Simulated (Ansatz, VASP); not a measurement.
# One calculation of BeTe, two programs

```
CELL_PARAMETERS angstrom
0.00000 2.77000 2.77000
2.77000 0.00000 2.77000
2.77000 2.77000 0.00000
ATOMIC_POSITIONS crystal
Te 0.75000 0.75000 0.75000
Be 0.00000 0.00000 0.00000
```

Alike in both runs: functional LDA; k mesh 8 × 8 × 8; occupations fermi-dirac, width 0.05 eV; no spin polarisation.

```csv
,VASP,Ansatz
version,VASP 6.6.1,Ansatz 0.2.0
potentials or method,"VASP PAW LDA potentials, release 64 (Te, Be), cutoff 520 eV","all-electron LAPW, scalar-relativistic"
task,single point,band structure
```

Ansatz gave:

| Quantity | Value |
| --- | --- |
| gap on the k mesh at the Fermi level (eV) | 1.77 |
| least direct gap on the mesh (eV) | 3.58 |
| pressure (GPa) | 0.5 |

Estimate VASP's values.

gap on the k mesh at the Fermi level (eV): 1.75; least direct gap on the mesh (eV): 3.54; pressure (GPa): 0.8.

LDA's correlation is that of Perdew and Zunger in VASP and of Perdew and Wang (1992) in Ansatz. Ansatz ran all-electron here, and VASP with PAW potentials.

Spin-orbit coupling is off throughout.
